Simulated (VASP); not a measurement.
Write the native input for VASP 6.6.1 that does the following.

| Quantity | Value |
| --- | --- |
| Task | single point |
| Functional | PBE |
| Potentials or basis | VASP PAW PBE potentials, release 64 (Mg, Zr_sv, N) |
| Cutoff | 520 eV |
| k mesh | 6 × 6 × 4 |
| Occupations | gaussian, width 0.1 eV |
| Spin | no spin polarisation |
| Dipole correction | no |
| Further INCAR settings | ALGO = Normal; EDIFF = 1e-07; NBANDS = 20 |

The structure of Mg3ZrN lies in POSCAR:

```
Mg3ZrN
1.0
    4.0869931900      0.0000000000      0.0000000000
   -2.0434966000      3.5394399300      0.0000000000
    0.0000000000      0.0000000000      4.9052149000
Mg Zr N
3 1 1
Direct
    0.6666666700      0.3333333300      0.2489190000
    0.6666666700      0.3333333300      0.7510810000
    0.0000000000      0.0000000000      0.0000000000
    0.0000000000      0.0000000000      0.5000000000
    0.3333333300      0.6666666700      0.0000000000
```

The cell was built from a structure type or drawn by symmetry, and may not be a known phase.

These files were run (other wordings do the same):

INCAR

```
PREC = Accurate ; ENCUT = 520
EDIFF = 1E-7 ; ISMEAR = 0
SIGMA = 0.1 ; LREAL = F
LASPH = T ; NELM = 80
ALGO = Normal ; ISIF = 2
LWAVE = F ; LCHARG = T
GGA = PE ; LELF = T
LVHAR = T ; NBANDS = 20
```

KPOINTS

```
Automatic mesh
0
Gamma
  6 6 4
```

Potentials or basis: VASP PAW PBE potentials, release 64 (Mg, Zr_sv, N).

Command:

```sh
$ cat potpaw_PBE.64/Mg/POTCAR potpaw_PBE.64/Zr_sv/POTCAR potpaw_PBE.64/N/POTCAR > POTCAR
$ mpirun -np 1 vasp_std > vasp.out
```

Results of the run:

The pressure is 36.3 GPa. The largest force is 0.783 eV/Å. The band gap on the k mesh is zero (an odd number of electrons rules out a gap without spin polarisation).

Caveat: the cell stands under pressure.

Run time: 67 s on 1 thread of Intel Xeon 8259CL (shared host), peak memory 0.2 GiB.
